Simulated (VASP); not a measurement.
# Cs (Im-3m) in VASP: a series of runs

Cs is run at these levels: r2SCAN; tasks: single point, relaxation of cell and atoms.

Everything below comes from runs of VASP 6.6.1. Logs are shortened: lines on timing, memory, paths and dates and some standing lists are left out, and cuts for length are marked.

### 1 The cell of the first run

The structure is cubic, space group Im-3m (No. 229). The conventional cell has a = 6.271 Å, b = 6.271 Å, c = 6.271 Å, α = 90.00°, β = 90.00°, γ = 90.00°.

### 2 Single point, r2SCAN

POSCAR

```
Cs
1.0
   -3.1355373133      3.1355373133      3.1355373133
    3.1355373133     -3.1355373133      3.1355373133
    3.1355373133      3.1355373133     -3.1355373133
Cs
1
Direct
    0.0000000000      0.0000000000      0.0000000000
```

INCAR.step1

```
SYSTEM = Cs
PREC = Accurate ; ENCUT = 520
ISMEAR = -1 ; SIGMA = 0.05
LREAL = .FALSE. ; LASPH = .TRUE.
NELM = 60 ; NBANDS = 10
GGA = PE ; ALGO = Normal
EDIFF = 1E-4 ; LWAVE = .TRUE.
LCHARG = .FALSE.
```

INCAR.step2

```
SYSTEM = Cs
PREC = Accurate ; ENCUT = 520
EDIFF = 1E-7 ; ISMEAR = -1
SIGMA = 0.05 ; LREAL = .FALSE.
LASPH = .TRUE. ; NELM = 60
ALGO = Normal ; ISIF = 2
LWAVE = .FALSE. ; LCHARG = .FALSE.
METAGGA = R2SCAN ; LMIXTAU = .TRUE.
NBANDS = 10 ; ISTART = 1
```

KPOINTS

```
regular mesh
0
G
  12 12 12
  0 0 0
```

Potentials or basis: VASP PAW PBE potentials, release 64 (Cs_sv).

Started as:

```bash
$ cat potpaw_PBE.64/Cs_sv/POTCAR > POTCAR
$ cp INCAR.step1 INCAR
$ mpirun -np 1 vasp_std > vasp.out
$ cp INCAR.step2 INCAR
$ mpirun -np 1 vasp_std > vasp.out
```

OUTCAR:

```text
SYSTEM = Cs
   PREC = Accurate
   ENCUT = 520
   EDIFF = 1E-7
   ISMEAR = -1
   LREAL = .FALSE.
   LASPH = .TRUE.
   NELM = 60
   ISIF = 2
   METAGGA = R2SCAN
   ISTART = 1

 ion  position               nearest neighbor table
   1  0.000  0.000  0.000-

  LATTYP: Found a body centered cubic cell.
 ALAT       =     6.2710746266

  Lattice vectors:

 A1 = (  -3.1355373133,   3.1355373133,   3.1355373133)
 A2 = (   3.1355373133,  -3.1355373133,   3.1355373133)
 A3 = (   3.1355373133,   3.1355373133,  -3.1355373133)

Analysis of symmetry for initial positions (statically):
=====================================================================
 Subroutine PRICEL returns:
 Original cell was already a primitive cell.

 Routine SETGRP: Setting up the symmetry group for a
 body centered cubic supercell.

 Subroutine GETGRP returns: Found 48 space group operations
 (whereof 48 operations were pure point group operations)
 out of a pool of 48 trial point group operations.

The static configuration has the point symmetry O_h .

Analysis of symmetry for dynamics (positions and initial velocities):
=====================================================================
 Subroutine PRICEL returns:
 Original cell was already a primitive cell.

 Routine SETGRP: Setting up the symmetry group for a
 body centered cubic supercell.

 Subroutine GETGRP returns: Found 48 space group operations
 (whereof 48 operations were pure point group operations)
 out of a pool of 48 trial point group operations.

The dynamic configuration has the point symmetry O_h .

 Subroutine INISYM returns: Found 48 space group operations
 (whereof 48 operations are pure point group operations),
 and found     1 'primitive' translations

----------------------------------------------------------------------------------------

                                     Primitive cell

  volume of cell :     123.3093

  direct lattice vectors                    reciprocal lattice vectors
    -3.135537313  3.135537313  3.135537313     0.000000000  0.159462303  0.159462303
     3.135537313 -3.135537313  3.135537313     0.159462303  0.000000000  0.159462303
     3.135537313  3.135537313 -3.135537313     0.159462303  0.159462303  0.000000000

  length of vectors
     5.430909936  5.430909936  5.430909936     0.225513751  0.225513751  0.225513751

  position of ions in fractional coordinates (direct lattice)
     0.000000000  0.000000000  0.000000000

  ion indices of the primitive-cell ions
   primitive index   ion index
                 1           1

----------------------------------------------------------------------------------------

 KPOINTS: regular mesh

Automatic generation of k-mesh.
 Grid dimensions read from file:
 generate k-points for:   12   12   12

 Generating k-lattice:

  Cartesian coordinates                     Fractional coordinates (reciprocal lattice)
     0.000000000  0.013288525  0.013288525     0.083333333  0.000000000  0.000000000
     0.013288525  0.000000000  0.013288525     0.000000000  0.083333333  0.000000000
     0.013288525  0.013288525  0.000000000     0.000000000  0.000000000  0.083333333

  Length of vectors
     0.018792813  0.018792813  0.018792813

  Shift w.r.t. Gamma in fractional coordinates (k-lattice)
     0.000000000  0.000000000  0.000000000

 Subroutine IBZKPT returns following result:
 ===========================================

 Found     72 irreducible k-points:

 Following reciprocal coordinates:
            Coordinates               Weight
  0.000000  0.000000  0.000000      1.000000
  0.083333  0.000000  0.000000     12.000000
  0.166667  0.000000  0.000000     12.000000
  0.250000  0.000000  0.000000     12.000000
  0.333333  0.000000  0.000000     12.000000
  0.416667  0.000000  0.000000     12.000000
[... 16 lines left out ...]
  0.333333  0.083333  0.083333     24.000000
  0.416667  0.083333  0.083333     12.000000
 [... further k-points ...]
   k-points           NKPTS =     72   k-points in BZ     NKDIM =     72   number of bands    NBANDS=     10
   number of dos      NEDOS =    301   number of ions     NIONS =      1
   total plane-waves  NPLWV =  64000
   dimension x,y,z NGX =    40 NGY =   40 NGZ =   40
   dimension x,y,z NGXF=    80 NGYF=   80 NGZF=   80
   ions per type =               1
   NGX,Y,Z   is equivalent  to a cutoff of  12.24, 12.24, 12.24 a.u.
   NGXF,Y,Z  is equivalent  to a cutoff of  24.49, 24.49, 24.49 a.u.
 SYSTEM =  Cs
   PREC   = accura    normal or accurate (medium, high low for compatibility)
   ISTART =      1    job   : 0-new  1-cont  2-samecut
   ICHARG =      0    charge: 1-file 2-atom 10-const
   ISPIN  =      1    spin polarized calculation?
   LNONCOLLINEAR =      F non collinear calculations
   LSORBIT =      F    spin-orbit coupling
   LASPH  =      T    aspherical Exc in radial PAW
   ENCUT  =  520.0 eV  38.22 Ry    6.18 a.u.  10.10 10.10 10.10*2*pi/ulx,y,z
   NELM   =     60;   NELMIN=  2; NELMDL=  0     # of ELM steps
   EDIFF  = 0.1E-06   stopping-criterion for ELM
   LREAL  =      F    real-space projection
   EDIFFG = 0.1E-05   stopping-criterion for IOM
   NSW    =      0    number of steps for IOM
   IBRION =     -1    ionic relax: 0-MD 1-quasi-New 2-CG
   NFREE  =      0    steps in history (QN), initial steepest desc. (CG)
   ISIF   =      2    stress and relaxation
   ISYM   =      2    0-nonsym 1-usesym 2-fastsym
   POTIM  = 0.5000    time-step for ionic-motion
   TEBEG  =    0.0;   TEEND  =   0.0 temperature during run
   PSTRESS=    0.0 pullay stress
   NELECT =       9.0000    total number of electrons
   NUPDOWN=      -1.0000    fix difference up-down
   EMIN   =  10.00;   EMAX   =-10.00  energy-range for DOS
   EFERMI =   0.00;   METHOD = LEGACY
   ISMEAR =    -1;   SIGMA  =   0.05  broadening in eV -4-tet -1-fermi 0-gaus
   EFERMI_NEDOS =   21; number of points for ismear=-14 and -15
   IALGO  =     38    algorithm
   IMIX   =      4    mixing-type and parameters
     AMIX     =   0.40;   BMIX     =  1.00
     AMIX_MAG =   1.60;   BMIX_MAG =  1.00
  volume/ion in A,a.u.               =     123.31       832.13
  Fermi-wavevector in a.u.,A,eV,Ry     =   0.684159  1.292873  6.368527  0.468074
  Thomas-Fermi vector in A             =   1.763731
   LORBIT       =      0    0 simple, 1 ext, 2 COOP (PROOUT), +10 PAW based schemes
   METAGGA = R2SCAN    functional components
   LHFCALC =     F    Hartree Fock is set to
   AEXX    =    0.0000 exact exchange contribution
   IVDW    =     0    specifies the selected vdW correction
   LEPSILON=     F    determine dielectric tensor
   LRPA    =     F    only Hartree local field effects (RPA)
 non-spin polarized calculation
  energy-cutoff  :      520.00
  volume of cell :      123.31
 maximum number of plane-waves:      3352
   NGX = 21   NGY = 21   NGZ = 21

 number of electron       8.9999998 magnetization

 Free energy of the ion-electron system (eV)
  ---------------------------------------------------
  ext. energy  EPLUGINS =         0.00000000
  ---------------------------------------------------
  free energy    TOTEN  =       -25.02294363 eV

  energy without entropy =      -25.01223370  energy(sigma->0) =      -25.01758867

 E-fermi :   0.3772     XC(G=0):  -5.4558

 val. band max:        0.3644353302   @ k =  -0.3333   0.4167   0.1667
 cond. band min:       0.3816089086   @ k =   0.2500   0.2500   0.0000
 fundamental gap:      0.0171735783
 Fermi energy:         0.3772102944

 k-point     1 :       0.0000    0.0000    0.0000
  band No.  band energies     occupation
      1     -24.4624      2.00000
      2     -10.8379      2.00000
      3     -10.8379      2.00000
      4     -10.8379      2.00000
      5      -1.3382      2.00000
      6       3.1422      0.00000
      7       3.1422      0.00000
      8       3.1422      0.00000
      9       3.9727      0.00000
     10       3.9727      0.00000

 k-point     2 :       0.0833    0.0000    0.0000
  band No.  band energies     occupation
      1     -24.4621      2.00000
      2     -10.8455      2.00000
      3     -10.8403      2.00000
      4     -10.8379      2.00000
      5      -1.2622      2.00000
      6       3.0479      0.00000
      7       3.0547      0.00000
      8       3.2162      0.00000
      9       3.8255      0.00000
     10       3.9510      0.00000

 k-point     3 :       0.1667    0.0000    0.0000
  band No.  band energies     occupation
      1     -24.4611      2.00000
      2     -10.8661      2.00000
      3     -10.8469      2.00000
      4     -10.8380      2.00000
      5      -1.0407      2.00000
      6       2.7134      0.00000
      7       2.8305      0.00000
      8       3.4361      0.00000
      9       3.7447      0.00000
     10       3.9206      0.00000

 k-point     4 :       0.2500    0.0000    0.0000
  band No.  band energies     occupation
      1     -24.4598      2.00000
      2     -10.8939      2.00000
      3     -10.8558      2.00000
      4     -10.8381      2.00000
      5      -0.6931      2.00000
      6       2.2406      0.00000
      7       2.5932      0.00000
      8       3.7950      0.00000
      9       3.8296      0.00000
     10       3.9399      0.00000
[... 222 lines left out ...]
 k-point    22 :       0.2500    0.0833    0.0833
  band No.  band energies     occupation
      1     -24.4582      2.00000
      2     -10.9221      2.00000
      3     -10.8651      2.00000
      4     -10.8447      2.00000
      5      -0.1222      1.99991
      6       1.7775      0.00000
      7       2.1681      0.00000
      8       4.0154      0.00000
      9       4.1946      0.00000
     10       4.3209      0.00000

 k-point    23 :       0.3333    0.0833    0.0833
  band No.  band energies     occupation
      1     -24.4574      2.00000
      2     -10.9356      2.00000
      3     -10.8746      2.00000
      4     -10.8451      2.00000
      5       0.3484      1.28023
      6       1.3925      0.00000
      7       2.0626      0.00000
      8       3.9544      0.00000
      9       4.3536      0.00000
     10       4.6435      0.00000

 k-point    24 :       0.4167    0.0833    0.0833
  band No.  band energies     occupation
      1     -24.4571      2.00000
      2     -10.9404      2.00000
      3     -10.8782      2.00000
      4     -10.8453      2.00000
      5       0.6617      0.00674
      6       1.1259      0.00000
      7       2.0272      0.00000
      8       3.8724      0.00000
      9       4.4578      0.00000
     10       4.7955      0.00000

 [... further k-points ...]

------------------------ aborting loop because EDIFF is reached ----------------------------------------

  FORCE on cell =-STRESS in cart. coord.  units (eV):
  Direction    XX          YY          ZZ          XY          YZ          ZX
  --------------------------------------------------------------------------------------
  -------------------------------------------------------------------------------------
  Total       -0.0009174     -0.0009174     -0.0009174     -0.0000000      0.0000000     -0.0000000
  in kB       -0.0119199     -0.0119199     -0.0119199     -0.0000000      0.0000000     -0.0000000
  external PRESSURE =      -0.0119199 kB  Pullay stress =       0.0000000 kB

 VOLUME and BASIS-vectors are now :
 -----------------------------------------------------------------------------
  energy-cutoff  :      520.00
  volume of cell :      123.31
      direct lattice vectors                 reciprocal lattice vectors
    -3.135537313  3.135537313  3.135537313     0.000000000  0.159462303  0.159462303
     3.135537313 -3.135537313  3.135537313     0.159462303  0.000000000  0.159462303
     3.135537313  3.135537313 -3.135537313     0.159462303  0.159462303  0.000000000

 POSITION                                       TOTAL-FORCE (eV/Angst)
 -----------------------------------------------------------------------------------
      0.00000      0.00000      0.00000         0.000000     -0.000000     -0.000000
 -----------------------------------------------------------------------------------
    total drift:                               -0.000000     -0.000000     -0.000000

  FREE ENERGIE OF THE ION-ELECTRON SYSTEM (eV)
  ---------------------------------------------------
  free  energy   TOTEN  =       -25.0229436311 eV

  energy  without entropy=      -25.0122337030  energy(sigma->0) =      -25.01758867
```

Run time: 9.8 min. Hardware: 1 thread of Intel Xeon 8259CL, shared host; peak memory 0.3 GiB.

Results:

```
Free energy            : -25.0229 eV
Pressure               : 0.0 GPa
Band gap on the k mesh : zero (an odd number of electrons rules out a gap without spin polarisation)
```

Caveat: the PAW data sets were made with another functional, which shifts forces and pressure a little; spin-orbit coupling is left out, which moves the levels of the heavy elements.

### 3 Relaxation of cell and atoms, r2SCAN

This run uses another cell than the first one, of 110.45 Å³/atom.

POSCAR

```
Cs
1.0
   -3.0225000000      3.0225000000      3.0225000000
    3.0225000000     -3.0225000000      3.0225000000
    3.0225000000      3.0225000000     -3.0225000000
Cs
1
Direct
    0.0000000000      0.0000000000      0.0000000000
```

INCAR.step1

```
SYSTEM = Cs
PREC = Accurate
ENCUT = 600
ISMEAR = -1
SIGMA = 0.05
LREAL = .FALSE.
LASPH = .TRUE.
NELM = 80
GGA = PE
ALGO = Normal
EDIFF = 1E-4
LWAVE = .TRUE.
LCHARG = .FALSE.
```

INCAR.step2

```
SYSTEM = Cs
PREC = Accurate
ENCUT = 600
EDIFF = 1E-6
ISMEAR = -1
SIGMA = 0.05
LREAL = .FALSE.
LASPH = .TRUE.
NELM = 80
ALGO = Normal
ISIF = 3
LWAVE = .FALSE.
LCHARG = .FALSE.
METAGGA = R2SCAN
LMIXTAU = .TRUE.
IBRION = 2
NSW = 100
EDIFFG = -0.003
ISTART = 1
```

KPOINTS

```
Automatic mesh
0
G
  12 12 12
  0 0 0
```

Potentials or basis: VASP PAW PBE potentials, release 64 (Cs_sv).

Started as:

```bash
$ cat potpaw_PBE.64/Cs_sv/POTCAR > POTCAR
$ cp INCAR.step1 INCAR
$ mpirun -np 1 vasp_std > vasp.out
$ cp INCAR.step2 INCAR
$ mpirun -np 1 vasp_std > vasp.out
```

It took 33 min on 1 thread of Intel Xeon 8259CL, shared host; peak memory 0.34 GiB.

It converged, with:

```yaml
Free_energy: -25.0225 eV
Relaxed_volume: 123.15 Å³/atom
Relaxed_cell: a = 5.429 Å, b = 5.429 Å, c = 5.429 Å, α = 109.47°, β = 109.47°, γ = 109.47°
Space_group_after_relaxing_to_0.1_Å: Im-3m (No. 229)
Energy_gained_by_relaxing: 9.1 meV/atom
Ionic_steps: 4
Pressure_after_relaxing: 0.0 GPa
Band_gap_on_the_k_mesh: zero (an odd number of electrons rules out a gap without spin polarisation)
```

The path:
```
step  energy change (eV)  largest force (eV/Å)  pressure (GPa)  volume (Å³)
   1              0.0000                0.0000            0.25       110.45
   2             -0.0037                0.0000            0.18       113.17
   3             -0.0090                0.0000            0.03       121.61
   4             -0.0091                0.0000            0.00       123.15
```

Final structure:
```cif
data_structure
_symmetry_space_group_name_H-M 'P 1'
_symmetry_Int_Tables_number 1
_cell_length_a 5.4286
_cell_length_b 5.4286
_cell_length_c 5.4286
_cell_angle_alpha 109.471
_cell_angle_beta 109.471
_cell_angle_gamma 109.471
_cell_volume 123.15
loop_
_atom_site_label
_atom_site_type_symbol
_atom_site_fract_x
_atom_site_fract_y
_atom_site_fract_z
_atom_site_occupancy
Cs1 Cs 0.00000 0.00000 0.00000 1
```

Levels at points of the mesh, in eV from the Fermi level:
| k point | band 2 | band 3 | band 4 | band 5 | band 6 | band 7 |
| --- | --- | --- | --- | --- | --- | --- |
| (0.00, 0.00, 0.00) | -11.21 | -11.21 | -11.21 | -1.72 | 2.77 | 2.77 |
| (0.50, 0.00, 0.00) | -11.33 | -11.25 | -11.21 | 0.13 | 0.73 | 1.85 |
| (0.50, 0.50, 0.50) | -11.29 | -11.29 | -11.29 | 0.70 | 0.70 | 3.08 |

Caveat: the PAW data sets were made with another functional, which shifts forces and pressure a little; spin-orbit coupling is left out, which moves the levels of the heavy elements. Zero-point motion and thermal expansion aren't in these numbers.
